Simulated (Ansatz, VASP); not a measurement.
# Two plane-wave programs on PbS

The input INCAR:

```
  PREC = Accurate
  ENCUT = 500
  EDIFF = 1E-6
  ISMEAR = 0
  SIGMA = 0.1
  LREAL = F
  LASPH = T
  NELM = 120
  ALGO = Normal
  ISIF = 2
  LWAVE = F
  LCHARG = T
  GGA = B5
  ALDAX = 1.0
  AGGAX = 1.0
  AGGAC = 1.0
  ALDAC = 0.0
  LELF = T
  LVHAR = T
  NBANDS = 28
  GGA_COMPAT = F
```

Contents of KPOINTS:

```
Automatic mesh
0
Gamma
  4 4 2
```

Contents of POSCAR:

```
PbS
1.0
    2.9838607981     -2.9828938700      0.0000000000
    2.9838607981      2.9828938700      0.0000000000
   -1.0986781904      0.0000000000     11.1678408944
Pb S
2 2
Direct
    0.2263653800      0.2263653800      0.3722110100
    0.7736346200      0.7736346200      0.6277889900
    0.7295120500      0.7295120500      0.3897323800
    0.2704879500      0.2704879500      0.6102676200
```

Input for Ansatz:

```yaml
crystal:
  lattice:
    - [2.9838607981, -2.98289387, 0.0]
    - [2.9838607981, 2.98289387, 0.0]
    - [-1.0986781904, 0.0, 11.1678408944]
  atoms:
    - { symbol: Pb, position: [0.22636538, 0.22636538, 0.37221101] }
    - { symbol: Pb, position: [0.77363462, 0.77363462, 0.62778899] }
    - { symbol: S, position: [0.72951205, 0.72951205, 0.38973238] }
    - { symbol: S, position: [0.27048795, 0.27048795, 0.61026762] }
basis: {}
kpoints:
  mp_grid: { grid: [4, 4, 2] }
hamiltonian:
  xc: blyp
scf:
  occupations: { method: gaussian, width: 0.1 }
output:
  forces: true
  stress: true
  eigenvalues: true
```

Alike in both runs: task single point; functional BLYP; k mesh 4 × 4 × 2; occupations gaussian, width 0.1 eV; no spin polarisation.

|  | VASP | Ansatz |
| --- | --- | --- |
| version | VASP 6.6.1 | Ansatz 0.2.0 |
| potentials or method | VASP PAW PBE potentials, release 64 (Pb_d, S) | scalar-relativistic, plane waves, PAW |
| plane-wave cutoff (eV) | 500 | 420 |
| valence electrons in the cell | 40 | 40 |

```csv
,VASP,Ansatz,Ansatz less VASP
gap on the k mesh at the Fermi level (eV),1.95,1.98,+0.028
least direct gap on the mesh (eV),1.97,1.98,+0.019
rms of the force components (eV/Å),0.243,0.236,-0.0077
```

VASP's potentials were made for PBE, not for BLYP. Atom by atom the forces differ by 0.008 eV/Å (rms over components).

Spin-orbit coupling is off throughout.
